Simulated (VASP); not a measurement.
**KCl: single point with PBEsol**

Crystal: KCl.

```
K Cl
1.0
     2.78352    2.78352    0.00000
    -2.78352    2.78352    0.00000
     0.00000    2.78352    2.78352
K Cl
1 1
Direct
  0.00000 0.00000 0.00000
  0.50000 0.50000 0.00000
```

```yaml
Program: VASP 6.6.1
Task: single point
Functional: PBEsol
Potentials_or_basis: VASP PAW PBE potentials, release 64 (K_sv, Cl)
Cutoff: 520 eV
k_mesh: 6 × 6 × 6
Occupations: gaussian, width 0.01 eV
Spin: no spin polarisation
```

```
Pressure               : 15.3 GPa
Band gap on the k mesh : 5.64 eV, indirect (least direct gap 5.90 eV)
```

Levels at points of the mesh, in eV from the valence-band top:
```
           k point  band 4  band 5  band 6  band 7  band 8  band 9  band 10  band 11  band 12  band 13
(0.00, 0.00, 0.00)   -9.92   -9.92    0.00    0.00    0.00    6.51     8.12     8.12     8.12     9.27
(0.50, 0.00, 0.00)   -9.94   -9.26   -1.95   -0.81   -0.81    8.37     9.76    11.52    11.52    12.51
(0.50, 0.50, 0.00)  -10.15  -10.15   -0.80   -0.25   -0.25    5.64    10.02    10.65    12.07    12.22
```

Run time: 26 s on 1 thread of AMD EPYC 7R13, on a shared host, peak memory 0.14 GiB.

Caveat: the PAW data sets were made with another functional, which shifts forces and pressure a little. A k mesh can miss the band edges.
